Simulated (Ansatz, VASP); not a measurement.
# AlN: VASP beside Ansatz

```
Al N
1.0
     3.30161    0.00000    0.00000
    -1.65080    2.85928    0.00000
     0.00000    0.00000    4.14104
Al N
2 2
Direct
  0.33333 0.66667 0.00000
  0.66667 0.33333 0.50000
  0.33333 0.66667 0.50000
  0.66667 0.33333 0.00000
```

Alike in both runs: functional PBEsol; k mesh 9 × 9 × 6; occupations gaussian, width 0.02 eV; no spin polarisation.

Ansatz relaxed the structure, and its values are those at the end. VASP's run is a single point on that final structure, the one shown.

|  | VASP | Ansatz |
| --- | --- | --- |
| version | VASP 6.6.1 | Ansatz 0.2.0 |
| potentials or method | VASP PAW PBE potentials, release 64 (Al, N), cutoff 600 eV | scalar-relativistic, plane waves, PAW |
| valence electrons in the cell | 16 | 16 |

|  | VASP | Ansatz | Ansatz less VASP |
| --- | --- | --- | --- |
| gap on the k mesh at the Fermi level (eV) | 3.34 | 3.32 | -0.014 |
| least direct gap on the mesh (eV) | 3.34 | 3.32 | -0.014 |
| pressure (GPa) | -0.2 | 0.0 | +0.18 |

VASP's potentials were made for PBE, not for PBEsol.
